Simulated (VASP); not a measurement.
# Ge (Cmmm) in VASP: notebook

The runs below take Ge through single point, with PBE.

Everything below comes from runs of VASP 6.6.1. Logs are shortened: lines on timing, memory, paths and dates and some standing lists are left out, and cuts for length are marked.

## (1) The cell of the first run

Symmetry: Cmmm, No. 65, orthorhombic system. The conventional cell has a = 2.655 Å, b = 4.941 Å, c = 2.698 Å, α = 90.00°, β = 90.00°, γ = 90.00°. Within 3.5 Å of Ge (site symmetry mmm) lie 8 Ge at 2.65 to 2.80 Å.

## (2) Single point, PBE (strain -0.0500 x Voigt [1, 1, 0, 0, 0, 0])

File INCAR:

```
PREC     = Accurate       # precision mode
ENCUT    = 520            # plane-wave cutoff, eV
EDIFF    = 1E-6           # SCF threshold, eV
ISMEAR   = 0              # smearing method
SIGMA    = 0.15           # smearing width, eV
LREAL    = F              # projectors in reciprocal space
LASPH    = T              # aspherical terms in the spheres
NELM     = 80             # most SCF steps
ALGO     = Normal         # electronic algorithm
ISIF     = 2              # what is computed and relaxed
LWAVE    = F              # write WAVECAR
LCHARG   = F              # write CHGCAR
GGA      = PE             # functional
NBANDS   = 13             # bands
```

File KPOINTS:

```
regular mesh
0
Gamma
  20 20 18
```

File POSCAR:

```
Ge
1.0
    1.3272915500     -2.4704902000      0.0000000000
    1.3272915500      2.4704902000      0.0000000000
    0.0000000000      0.0000000000      2.6982310000
Ge
1
Direct
    0.5000000000      0.5000000000      0.0000000000
```

Potentials or basis: VASP PAW PBE potentials, release 64 (Ge_d).

Command:

```sh
$ cat potpaw_PBE.64/Ge_d/POTCAR > POTCAR
$ mpirun -np 1 vasp_std > vasp.out
```

OUTCAR:

```text
PREC = Accurate
   ENCUT = 520
   EDIFF = 1E-6
   ISMEAR = 0
   LREAL = F
   LASPH = T
   NELM = 80
   ISIF = 2
   GGA = PE

 ion  position               nearest neighbor table
   1  0.500  0.500  0.000-

  LATTYP: Found a base centered orthorhombic cell.
 ALAT       =     2.6545831000
 B/A-ratio  =     1.8613018368
 C/A-ratio  =     1.0164424689

  Lattice vectors:

 A1 = (   1.3272915500,  -2.4704902000,   0.0000000000)
 A2 = (   1.3272915500,   2.4704902000,   0.0000000000)
 A3 = (   0.0000000000,   0.0000000000,   2.6982310000)

Analysis of symmetry for initial positions (statically):
=====================================================================
 Subroutine PRICEL returns:
 Original cell was already a primitive cell.

 Routine SETGRP: Setting up the symmetry group for a
 base centered orthorhombic supercell.

 Subroutine GETGRP returns: Found  8 space group operations
 (whereof  8 operations were pure point group operations)
 out of a pool of  8 trial point group operations.

The static configuration has the point symmetry D_2h.

Analysis of symmetry for dynamics (positions and initial velocities):
=====================================================================
 Subroutine PRICEL returns:
 Original cell was already a primitive cell.

 Routine SETGRP: Setting up the symmetry group for a
 base centered orthorhombic supercell.

 Subroutine GETGRP returns: Found  8 space group operations
 (whereof  8 operations were pure point group operations)
 out of a pool of  8 trial point group operations.

The dynamic configuration has the point symmetry D_2h.

 Subroutine INISYM returns: Found  8 space group operations
 (whereof  8 operations are pure point group operations),
 and found     1 'primitive' translations

----------------------------------------------------------------------------------------

                                     Primitive cell

  volume of cell :      17.6953

  direct lattice vectors                    reciprocal lattice vectors
     1.327291550 -2.470490200  0.000000000     0.376706986 -0.202388983  0.000000000
     1.327291550  2.470490200  0.000000000     0.376706986  0.202388983  0.000000000
     0.000000000  0.000000000  2.698231000     0.000000000  0.000000000  0.370613191

  length of vectors
     2.804465134  2.804465134  2.698231000     0.427632382  0.427632382  0.370613191

  position of ions in fractional coordinates (direct lattice)
     0.500000000  0.500000000  0.000000000

  ion indices of the primitive-cell ions
   primitive index   ion index
                 1           1

----------------------------------------------------------------------------------------

 KPOINTS: regular mesh

Automatic generation of k-mesh.
 Grid dimensions read from file:
 generate k-points for:   20   20   18

 Generating k-lattice:

  Cartesian coordinates                     Fractional coordinates (reciprocal lattice)
     0.018835349 -0.010119449  0.000000000     0.050000000  0.000000000  0.000000000
     0.018835349  0.010119449  0.000000000     0.000000000  0.050000000  0.000000000
     0.000000000  0.000000000  0.020589622     0.000000000  0.000000000  0.055555556

  Length of vectors
     0.021381619  0.021381619  0.020589622

  Shift w.r.t. Gamma in fractional coordinates (k-lattice)
     0.000000000  0.000000000  0.000000000

 Subroutine IBZKPT returns following result:
 ===========================================

 Found   1110 irreducible k-points:

 Following reciprocal coordinates:
            Coordinates               Weight
  0.000000  0.000000  0.000000      1.000000
  0.050000  0.000000  0.000000      4.000000
  0.100000  0.000000  0.000000      4.000000
  0.150000  0.000000  0.000000      4.000000
  0.200000  0.000000  0.000000      4.000000
  0.250000  0.000000  0.000000      4.000000
[... 16 lines left out ...]
 -0.400000  0.050000  0.000000      4.000000
 -0.350000  0.050000  0.000000      4.000000
 [... further k-points ...]
   k-points           NKPTS =   1110   k-points in BZ     NKDIM =   1110   number of bands    NBANDS=     13
   number of dos      NEDOS =    301   number of ions     NIONS =      1
   total plane-waves  NPLWV =  11520
   dimension x,y,z NGX =    24 NGY =   24 NGZ =   20
   dimension x,y,z NGXF=    48 NGYF=   48 NGZF=   40
   ions per type =               1
   NGX,Y,Z   is equivalent  to a cutoff of  14.23, 14.23, 12.32 a.u.
   NGXF,Y,Z  is equivalent  to a cutoff of  28.45, 28.45, 24.65 a.u.
 SYSTEM =  unknown system
   PREC   = accura    normal or accurate (medium, high low for compatibility)
   ISTART =      0    job   : 0-new  1-cont  2-samecut
   ICHARG =      2    charge: 1-file 2-atom 10-const
   ISPIN  =      1    spin polarized calculation?
   LNONCOLLINEAR =      F non collinear calculations
   LSORBIT =      F    spin-orbit coupling
   LASPH  =      T    aspherical Exc in radial PAW
   ENCUT  =  520.0 eV  38.22 Ry    6.18 a.u.   5.21  5.21  5.02*2*pi/ulx,y,z
   NELM   =     80;   NELMIN=  2; NELMDL= -5     # of ELM steps
   EDIFF  = 0.1E-05   stopping-criterion for ELM
   LREAL  =      F    real-space projection
   EDIFFG = 0.1E-04   stopping-criterion for IOM
   NSW    =      0    number of steps for IOM
   IBRION =     -1    ionic relax: 0-MD 1-quasi-New 2-CG
   NFREE  =      0    steps in history (QN), initial steepest desc. (CG)
   ISIF   =      2    stress and relaxation
   ISYM   =      2    0-nonsym 1-usesym 2-fastsym
   POTIM  = 0.5000    time-step for ionic-motion
   TEBEG  =    0.0;   TEEND  =   0.0 temperature during run
   PSTRESS=    0.0 pullay stress
   NELECT =      14.0000    total number of electrons
   NUPDOWN=      -1.0000    fix difference up-down
   EMIN   =  10.00;   EMAX   =-10.00  energy-range for DOS
   EFERMI =   0.00;   METHOD = LEGACY
   ISMEAR =     0;   SIGMA  =   0.15  broadening in eV -4-tet -1-fermi 0-gaus
   EFERMI_NEDOS =   21; number of points for ismear=-14 and -15
   IALGO  =     38    algorithm
   IMIX   =      4    mixing-type and parameters
     AMIX     =   0.40;   BMIX     =  1.00
     AMIX_MAG =   1.60;   BMIX_MAG =  1.00
  volume/ion in A,a.u.               =      17.70       119.41
  Fermi-wavevector in a.u.,A,eV,Ry     =   1.514135  2.861301 31.192789  2.292605
  Thomas-Fermi vector in A             =   2.623833
   LORBIT       =      0    0 simple, 1 ext, 2 COOP (PROOUT), +10 PAW based schemes
   GGA     = PE    functional components
   LHFCALC =     F    Hartree Fock is set to
   AEXX    =    0.0000 exact exchange contribution
   IVDW    =     0    specifies the selected vdW correction
   LEPSILON=     F    determine dielectric tensor
   LRPA    =     F    only Hartree local field effects (RPA)
 non-spin polarized calculation
 Gauss-broadening in eV      SIGMA  =   0.15
  energy-cutoff  :      520.00
  volume of cell :       17.70
 maximum number of plane-waves:       486
 NGX is ok and might be reduce to    24
   NGX = 11   NGY = 11   NGZ = 11

 number of electron      14.0000000 magnetization

 Free energy of the ion-electron system (eV)
  ---------------------------------------------------
  ext. energy  EPLUGINS =         0.00000000
  ---------------------------------------------------
  free energy    TOTEN  =        -4.21106844 eV

  energy without entropy =       -4.20673832  energy(sigma->0) =       -4.20890338

 E-fermi :   7.3535     XC(G=0): -11.5528

 val. band max:        7.3516711911   @ k =   0.4500   0.0000   0.3889
 cond. band min:       7.3543141649   @ k =   0.3000   0.2000   0.5000
 fundamental gap:      0.0026429738
 Fermi energy:         7.3534866922

 k-point     1 :       0.0000    0.0000    0.0000
  band No.  band energies     occupation
      1     -17.4844      2.00000
      2     -17.4274      2.00000
      3     -17.3525      2.00000
      4     -17.2240      2.00000
      5     -17.2023      2.00000
      6      -6.4205      2.00000
      7      13.1946      0.00000
      8      16.0568      0.00000
      9      16.9616      0.00000
     10      17.8648      0.00000
     11      21.0995      0.00000
     12      23.7984      0.00000
     13      23.8590      0.00000

 k-point     2 :       0.0500    0.0000    0.0000
  band No.  band energies     occupation
      1     -17.4809      2.00000
      2     -17.4238      2.00000
      3     -17.3532      2.00000
      4     -17.2246      2.00000
      5     -17.2044      2.00000
      6      -6.3521      2.00000
      7      13.2640      0.00000
      8      15.7127      0.00000
      9      16.7168      0.00000
     10      17.5806      0.00000
     11      21.2309      0.00000
     12      22.3510      0.00000
     13      24.7955      0.00000

 k-point     3 :       0.1000    0.0000    0.0000
  band No.  band energies     occupation
      1     -17.4716      2.00000
      2     -17.4138      2.00000
      3     -17.3542      2.00000
      4     -17.2267      2.00000
      5     -17.2101      2.00000
      6      -6.1467      2.00000
      7      13.4714      0.00000
      8      14.7392      0.00000
      9      15.6379      0.00000
     10      17.5914      0.00000
     11      20.4323      0.00000
     12      22.7462      0.00000
     13      25.9750      0.00000
[... 305 lines left out ...]
 k-point    23 :      -0.4000    0.0500    0.0000
  band No.  band energies     occupation
      1     -17.4580      2.00000
      2     -17.3488      2.00000
      3     -17.2805      2.00000
      4     -17.2424      2.00000
      5     -17.2382      2.00000
      6      -2.5835      2.00000
      7       4.7209      2.00000
      8      11.0958      0.00000
      9      16.7037      0.00000
     10      17.0386      0.00000
     11      21.1429      0.00000
     12      25.8997      0.00000
     13      27.3682      0.00000

 k-point    24 :      -0.3500    0.0500    0.0000
  band No.  band energies     occupation
      1     -17.4505      2.00000
      2     -17.3629      2.00000
      3     -17.2696      2.00000
      4     -17.2679      2.00000
      5     -17.2351      2.00000
      6      -3.5253      2.00000
      7       6.4581      2.00000
      8      11.4237      0.00000
      9      15.9319      0.00000
     10      17.4705      0.00000
     11      20.3554      0.00000
     12      27.4141      0.00000
     13      28.7189      0.00000

 [... further k-points ...]

------------------------ aborting loop because EDIFF is reached ----------------------------------------

  FORCE on cell =-STRESS in cart. coord.  units (eV):
  Direction    XX          YY          ZZ          XY          YZ          ZX
  --------------------------------------------------------------------------------------
  -------------------------------------------------------------------------------------
  Total        1.5058176      1.0445884      0.0732455      0.0000000      0.0000000      0.0000000
  in kB      136.3403335     94.5795363      6.6318275      0.0000000      0.0000000      0.0000000
  external PRESSURE =      79.1838991 kB  Pullay stress =       0.0000000 kB

 VOLUME and BASIS-vectors are now :
 -----------------------------------------------------------------------------
  energy-cutoff  :      520.00
  volume of cell :       17.70
      direct lattice vectors                 reciprocal lattice vectors
     1.327291550 -2.470490200  0.000000000     0.376706986 -0.202388983  0.000000000
     1.327291550  2.470490200  0.000000000     0.376706986  0.202388983  0.000000000
     0.000000000  0.000000000  2.698231000     0.000000000  0.000000000  0.370613191

 POSITION                                       TOTAL-FORCE (eV/Angst)
 -----------------------------------------------------------------------------------
      1.32729      0.00000      0.00000        -0.000000     -0.000000      0.000000
 -----------------------------------------------------------------------------------
    total drift:                               -0.000000     -0.000000     -0.000000

  FREE ENERGIE OF THE ION-ELECTRON SYSTEM (eV)
  ---------------------------------------------------
  free  energy   TOTEN  =        -4.2110684378 eV

  energy  without entropy=       -4.2067383161  energy(sigma->0) =       -4.20890338
```

Run time: 2 min. Hardware: 1 thread of Intel Xeon 6975P-C (Granite Rapids), shared host; peak memory 0.33 GiB.

What came out:

* Free energy: -4.2111 eV
* Pressure: 7.9 GPa
* Band gap on the k mesh: zero (bands 7 and 8 overlap by 9.50 eV)

Levels at points of the mesh, in eV from the Fermi level:
| k point | band 4 | band 5 | band 6 | band 7 | band 8 | band 9 | band 10 | band 11 |
| --- | --- | --- | --- | --- | --- | --- | --- | --- |
| (0.00, 0.00, 0.00) | -24.58 | -24.56 | -13.77 | 5.84 | 8.70 | 9.61 | 10.51 | 13.75 |
| (0.50, 0.00, 0.00) | -24.59 | -24.56 | -7.62 | -5.91 | 4.24 | 8.27 | 10.64 | 16.04 |
| (0.50, 0.50, 0.00) | -24.57 | -24.57 | -8.64 | -6.18 | 6.29 | 9.83 | 10.12 | 15.68 |
| (0.00, 0.00, 0.50) | -24.64 | -24.62 | -10.09 | -6.39 | 11.53 | 13.36 | 17.13 | 17.81 |
| (0.50, 0.00, 0.50) | -24.56 | -24.48 | -3.47 | -3.00 | -1.47 | 3.44 | 7.04 | 12.46 |
| (0.50, 0.50, 0.50) | -24.57 | -24.50 | -4.61 | -3.21 | -2.23 | 2.99 | 9.12 | 14.52 |

Caveat: the cell differs from its parent crystal (strain -0.0500 x Voigt [1, 1, 0, 0, 0, 0]); the stress differs along the axes, from 1 to 14 GPa.

[end of part 1 of 2]
